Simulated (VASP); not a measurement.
Here is a VASP 6.6.1 calculation.

File INCAR:

```
PREC = Accurate
ENCUT = 520
EDIFF = 1E-6
ISMEAR = -1
SIGMA = 0.05
LREAL = Auto
LASPH = True
NELM = 120
ALGO = Normal
ISIF = 2
LWAVE = False
LCHARG = False
GGA = PE
ISYM = -1
NBANDS = 58
GGA_COMPAT = False
```

File KPOINTS:

```
explicit points
1
Reciprocal
  0.25000000   0.25000000   0.25000000 1
```

The input POSCAR:

```
Ta3Si5C5N3
1.0
    5.5208870000     -0.3069000000      0.1387320000
   -0.3069000000      5.9781400000     -0.0034560000
    0.1387320000     -0.0034560000      5.8739650000
Si C Ta N
5 5 3 3
Direct
    0.5632404154      0.5672074715      0.0420111117
    0.7654258818      0.3924307004      0.3447523397
    0.1732211911      0.4451091325      0.0596428434
    0.7344455684      0.3607464355      0.7541525421
    0.2525321318      0.9437940192      0.0169753249
    0.4051234465      0.9747574449      0.5952216562
    0.0595177509      0.1626797798      0.1048903432
    0.0090554892      0.5707140271      0.7882593957
    0.0567224472      0.6089200012      0.3139169554
    0.3139940918      0.1815513598      0.5647162374
    0.3397945137      0.5399513329      0.5893301542
    0.9925970767      0.9081501195      0.5172200701
    0.7268791388      0.9778011633      0.9736801095
    0.5900805418      0.8508138117      0.6164242311
    0.9883807187      0.7903738598      0.8754467380
    0.8570210353      0.1245028946      0.2835585571
```

Potentials or basis: VASP PAW PBE potentials, release 64 (Si, C, Ta_pv, N).

The run is started by

```sh
$ cat potpaw_PBE.64/Si/POTCAR potpaw_PBE.64/C/POTCAR potpaw_PBE.64/Ta_pv/POTCAR potpaw_PBE.64/N/POTCAR > POTCAR
$ mpirun -np 1 vasp_std > vasp.out
```

Task: Estimate the pressure.

Result: 1.9 GPa.

Task: Predict the largest force.

Result: 2.410 eV/Å.

Stress tensor (GPa, compression positive):
```
 4.46  0.73 -6.28
 0.73 -0.21 -1.08
-6.28 -1.08  1.59
```

Caveat: the atoms stand as in a frame of molecular dynamics.
